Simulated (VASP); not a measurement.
# Nb (Fm-3m) in VASP: a series of runs

Nb is run at these levels: LDA; tasks: single point.

All numbers are computed with VASP 6.6.1; they aren't measurements. Logs are shortened: lines on timing, memory, paths and dates and some standing lists are left out, and cuts for length are marked.

## 1. The cell of the first run

Symmetry: Fm-3m, No. 225, cubic system. The conventional cell has a = 3.172 Å, b = 3.172 Å, c = 3.172 Å, α = 90.00°, β = 90.00°, γ = 90.00°. Nb (site symmetry m-3m) has 12 Nb at 2.24 Å within 3.0 Å.

## 2. Single point, LDA (volume scaled by 0.45)

Contents of INCAR:

```
SYSTEM = Nb
PREC = Accurate ; ENCUT = 520
EDIFF = 1E-6 ; ISMEAR = -1
SIGMA = 0.05 ; LREAL = .False.
LASPH = .True. ; NELM = 60
ALGO = Normal ; ISIF = 2
LWAVE = .False. ; LCHARG = .True.
GGA = CA ; LELF = .True.
LVHAR = .True. ; NBANDS = 12
```

Contents of KPOINTS:

```
Automatic mesh
0
Gamma
  18 18 18
  0 0 0
```

Contents of POSCAR:

```
Nb
1.0
    0.0000000000      1.5861175557      1.5861175557
    1.5861175557      0.0000000000      1.5861175557
    1.5861175557      1.5861175557      0.0000000000
Nb
1
Direct
    0.0000000000      0.0000000000      0.0000000000
```

Potentials or basis: VASP PAW LDA potentials, release 64 (Nb_sv).

Run with:

```sh
> cat potpaw_LDA.64/Nb_sv/POTCAR > POTCAR
> mpirun -np 1 vasp_std > vasp.out
```

OUTCAR:

```text
SYSTEM = Nb
   PREC = Accurate
   ENCUT = 520
   EDIFF = 1E-6
   ISMEAR = -1
   LREAL = .False.
   LASPH = .True.
   NELM = 60
   ISIF = 2
   GGA = CA

 ion  position               nearest neighbor table
   1  0.000  0.000  0.000-

  LATTYP: Found a face centered cubic cell.
 ALAT       =     3.1722351114

  Lattice vectors:

 A1 = (   0.0000000000,   1.5861175557,   1.5861175557)
 A2 = (   1.5861175557,   0.0000000000,   1.5861175557)
 A3 = (   1.5861175557,   1.5861175557,   0.0000000000)

Analysis of symmetry for initial positions (statically):
=====================================================================
 Subroutine PRICEL returns:
 Original cell was already a primitive cell.

 Routine SETGRP: Setting up the symmetry group for a
 face centered cubic supercell.

 Subroutine GETGRP returns: Found 48 space group operations
[... 9 lines left out ...]

 Routine SETGRP: Setting up the symmetry group for a
 face centered cubic supercell.

 Subroutine GETGRP returns: Found 48 space group operations
[... 11 lines left out ...]
                                     Primitive cell

  volume of cell :       7.9806

  direct lattice vectors                    reciprocal lattice vectors
     0.000000000  1.586117556  1.586117556    -0.315235146  0.315235146  0.315235146
     1.586117556  0.000000000  1.586117556     0.315235146 -0.315235146  0.315235146
     1.586117556  1.586117556  0.000000000     0.315235146  0.315235146 -0.315235146

  length of vectors
     2.243108959  2.243108959  2.243108959     0.546003290  0.546003290  0.546003290

  position of ions in fractional coordinates (direct lattice)
     0.000000000  0.000000000  0.000000000

  ion indices of the primitive-cell ions
   primitive index   ion index
                 1           1

----------------------------------------------------------------------------------------

 KPOINTS: Automatic mesh

Automatic generation of k-mesh.
 Grid dimensions read from file:
 generate k-points for:   18   18   18

 Generating k-lattice:

  Cartesian coordinates                     Fractional coordinates (reciprocal lattice)
    -0.017513064  0.017513064  0.017513064     0.055555556  0.000000000  0.000000000
     0.017513064 -0.017513064  0.017513064     0.000000000  0.055555556  0.000000000
     0.017513064  0.017513064 -0.017513064     0.000000000  0.000000000  0.055555556

  Length of vectors
     0.030333516  0.030333516  0.030333516

  Shift w.r.t. Gamma in fractional coordinates (k-lattice)
     0.000000000  0.000000000  0.000000000

 Subroutine IBZKPT returns following result:
 ===========================================

 Found    195 irreducible k-points:

 Following reciprocal coordinates:
            Coordinates               Weight
  0.000000  0.000000  0.000000      1.000000
  0.055556  0.000000  0.000000      8.000000
  0.111111  0.000000  0.000000      8.000000
  0.166667  0.000000  0.000000      8.000000
  0.222222  0.000000  0.000000      8.000000
  0.277778  0.000000  0.000000      8.000000
[... 16 lines left out ...]
 -0.277778  0.055556  0.000000     24.000000
 -0.222222  0.055556  0.000000     24.000000
 [... further k-points ...]
   k-points           NKPTS =    195   k-points in BZ     NKDIM =    195   number of bands    NBANDS=     12
   number of dos      NEDOS =    301   number of ions     NIONS =      1
   total plane-waves  NPLWV =   5832
   dimension x,y,z NGX =    18 NGY =   18 NGZ =   18
   dimension x,y,z NGXF=    36 NGYF=   36 NGZF=   36
   ions per type =               1
   NGX,Y,Z   is equivalent  to a cutoff of  13.34, 13.34, 13.34 a.u.
   NGXF,Y,Z  is equivalent  to a cutoff of  26.68, 26.68, 26.68 a.u.
 SYSTEM =  Nb
   PREC   = accura    normal or accurate (medium, high low for compatibility)
   ISTART =      0    job   : 0-new  1-cont  2-samecut
   ICHARG =      2    charge: 1-file 2-atom 10-const
   ISPIN  =      1    spin polarized calculation?
   LNONCOLLINEAR =      F non collinear calculations
   LSORBIT =      F    spin-orbit coupling
   LASPH  =      T    aspherical Exc in radial PAW
   ENCUT  =  520.0 eV  38.22 Ry    6.18 a.u.   4.17  4.17  4.17*2*pi/ulx,y,z
   NELM   =     60;   NELMIN=  2; NELMDL= -5     # of ELM steps
   EDIFF  = 0.1E-05   stopping-criterion for ELM
   LREAL  =      F    real-space projection
   EDIFFG = 0.1E-04   stopping-criterion for IOM
   NSW    =      0    number of steps for IOM
   IBRION =     -1    ionic relax: 0-MD 1-quasi-New 2-CG
   NFREE  =      0    steps in history (QN), initial steepest desc. (CG)
   ISIF   =      2    stress and relaxation
   ISYM   =      2    0-nonsym 1-usesym 2-fastsym
   POTIM  = 0.5000    time-step for ionic-motion
   TEBEG  =    0.0;   TEEND  =   0.0 temperature during run
   PSTRESS=    0.0 pullay stress
   NELECT =      13.0000    total number of electrons
   NUPDOWN=      -1.0000    fix difference up-down
   EMIN   =  10.00;   EMAX   =-10.00  energy-range for DOS
[... 5 lines left out ...]
     AMIX     =   0.40;   BMIX     =  1.00
     AMIX_MAG =   1.60;   BMIX_MAG =  1.00
  volume/ion in A,a.u.               =       7.98        53.86
  Fermi-wavevector in a.u.,A,eV,Ry     =   1.926241  3.640067 50.483106  3.710404
  Thomas-Fermi vector in A             =   2.959438
   LORBIT       =      0    0 simple, 1 ext, 2 COOP (PROOUT), +10 PAW based schemes
   GGA     = CA    functional components
   LHFCALC =     F    Hartree Fock is set to
   AEXX    =    0.0000 exact exchange contribution
   IVDW    =     0    specifies the selected vdW correction
   LEPSILON=     F    determine dielectric tensor
   LRPA    =     F    only Hartree local field effects (RPA)
 non-spin polarized calculation
  energy-cutoff  :      520.00
  volume of cell :        7.98
 maximum number of plane-waves:       228
 NGX is ok and might be reduce to    18
   NGX =  9   NGY =  9   NGZ =  9

 number of electron      13.0000001 magnetization

 Free energy of the ion-electron system (eV)
  ---------------------------------------------------
  ext. energy  EPLUGINS =         0.00000000
  ---------------------------------------------------
  free energy    TOTEN  =        -1.33035800 eV

  energy without entropy =       -1.32655985  energy(sigma->0) =       -1.32845893

 E-fermi :  28.0478     XC(G=0): -17.5053

 val. band max:       28.0072252956   @ k =  -0.2778   0.2778   0.1111
 cond. band min:      28.0698527142   @ k =  -0.2778   0.2222   0.0556
 fundamental gap:      0.0626274185
 Fermi energy:        28.0477910319

 k-point     1 :       0.0000    0.0000    0.0000
  band No.  band energies     occupation
      1     -30.4892      2.00000
      2       1.0786      2.00000
      3       1.0786      2.00000
      4       1.0786      2.00000
      5      24.9096      2.00000
      6      25.8589      2.00000
      7      25.8589      2.00000
      8      25.8589      2.00000
      9      33.4591      0.00000
     10      33.4591      0.00000
     11      38.5968      0.00000
     12      48.4839      0.00000

 k-point     2 :       0.0556    0.0000    0.0000
  band No.  band energies     occupation
      1     -30.4062      2.00000
      2       0.6713      2.00000
      3       1.0310      2.00000
      4       1.0310      2.00000
      5      25.1158      2.00000
      6      25.7455      2.00000
      7      26.0140      2.00000
      8      26.0140      2.00000
      9      33.1948      0.00000
     10      33.1948      0.00000
     11      39.2828      0.00000
     12      47.7008      0.00000

 k-point     3 :       0.1111    0.0000    0.0000
  band No.  band energies     occupation
      1     -30.1610      2.00000
      2      -0.4465      2.00000
      3       0.8967      2.00000
      4       0.8967      2.00000
      5      24.5097      2.00000
      6      26.4176      2.00000
      7      26.4176      2.00000
      8      26.7290      2.00000
      9      32.6064      0.00000
     10      32.6064      0.00000
     11      40.9942      0.00000
     12      46.2786      0.00000

 k-point     4 :       0.1667    0.0000    0.0000
  band No.  band energies     occupation
      1     -29.7662      2.00000
      2      -2.0384      2.00000
      3       0.6980      2.00000
      4       0.6980      2.00000
      5      23.5218      2.00000
      6      26.8387      2.00000
      7      26.8387      2.00000
      8      28.4814      0.00034
      9      32.1792      0.00000
     10      32.1792      0.00000
     11      42.2088      0.00000
     12      46.2014      0.00000

 k-point     5 :       0.2222    0.0000    0.0000
  band No.  band energies     occupation
      1     -29.2451      2.00000
      2      -3.8561      2.00000
      3       0.4648      2.00000
      4       0.4648      2.00000
      5      22.5539      2.00000
      6      26.9060      2.00000
      7      26.9060      2.00000
      8      30.5627      0.00000
      9      32.4614      0.00000
     10      32.4614      0.00000
     11      41.4666      0.00000
     12      48.9856      0.00000
[... 228 lines left out ...]
      1     -27.2110      2.00000
      2      -9.0226      2.00000
      3      -0.6331      2.00000
      4      -0.1461      2.00000
      5      20.8017      2.00000
      6      25.0902      2.00000
      7      25.4915      2.00000
      8      35.0193      0.00000
      9      36.8285      0.00000
     10      38.7492      0.00000
     11      42.6592      0.00000
     12      54.3216      0.00000

 k-point    22 :      -0.3333    0.0556    0.0000
  band No.  band energies     occupation
      1     -27.7417      2.00000
      2      -7.8125      2.00000
      3      -0.5329      2.00000
      4       0.0638      2.00000
      5      21.2007      2.00000
      6      25.6192      2.00000
      7      25.8689      2.00000
      8      33.7854      0.00000
      9      34.7596      0.00000
     10      38.1561      0.00000
     11      41.2394      0.00000
     12      57.1503      0.00000

 k-point    23 :      -0.2778    0.0556    0.0000
  band No.  band energies     occupation
      1     -28.3638      2.00000
      2      -6.2460      2.00000
      3      -0.3570      2.00000
      4       0.3067      2.00000
      5      21.7761      2.00000
      6      26.2435      2.00000
      7      26.3883      2.00000
      8      32.0831      0.00000
      9      32.8686      0.00000
     10      36.7784      0.00000
     11      41.0270      0.00000
     12      54.2119      0.00000

 k-point    24 :      -0.2222    0.0556    0.0000
  band No.  band energies     occupation
      1     -28.9846      2.00000
      2      -4.4800      2.00000
      3      -0.1194      2.00000
      4       0.5564      2.00000
      5      22.5179      2.00000
      6      26.7583      2.00000
      7      26.8704      2.00000
      8      30.3707      0.00000
      9      31.4764      0.00000
     10      34.9943      0.00000
     11      41.8317      0.00000
     12      50.2252      0.00000

 [... further k-points ...]
[... 5 lines left out ...]
  --------------------------------------------------------------------------------------
  -------------------------------------------------------------------------------------
  Total       29.8605886     29.8605886     29.8605886      0.0000000      0.0000000      0.0000000
  in kB     5994.7742656   5994.7742656   5994.7742656      0.0000000      0.0000000      0.0000000
  external PRESSURE =    5994.7742656 kB  Pullay stress =       0.0000000 kB

 VOLUME and BASIS-vectors are now :
 -----------------------------------------------------------------------------
  energy-cutoff  :      520.00
  volume of cell :        7.98
      direct lattice vectors                 reciprocal lattice vectors
     0.000000000  1.586117556  1.586117556    -0.315235146  0.315235146  0.315235146
     1.586117556  0.000000000  1.586117556     0.315235146 -0.315235146  0.315235146
     1.586117556  1.586117556  0.000000000     0.315235146  0.315235146 -0.315235146

 POSITION                                       TOTAL-FORCE (eV/Angst)
 -----------------------------------------------------------------------------------
      0.00000      0.00000      0.00000         0.000000      0.000000      0.000000
 -----------------------------------------------------------------------------------
    total drift:                                0.000000     -0.000000     -0.000000

  FREE ENERGIE OF THE ION-ELECTRON SYSTEM (eV)
  ---------------------------------------------------
  free  energy   TOTEN  =        -1.3303580042 eV

  energy  without entropy=       -1.3265598500  energy(sigma->0) =       -1.32845893
```

Run time: 35 s. Hardware: 1 thread of AMD EPYC 7R13, shared host; peak memory 0.1 GiB.

Results:

```yaml
Free_energy: -1.3304 eV
Pressure: 599.5 GPa
```

[end of part 1 of 2]
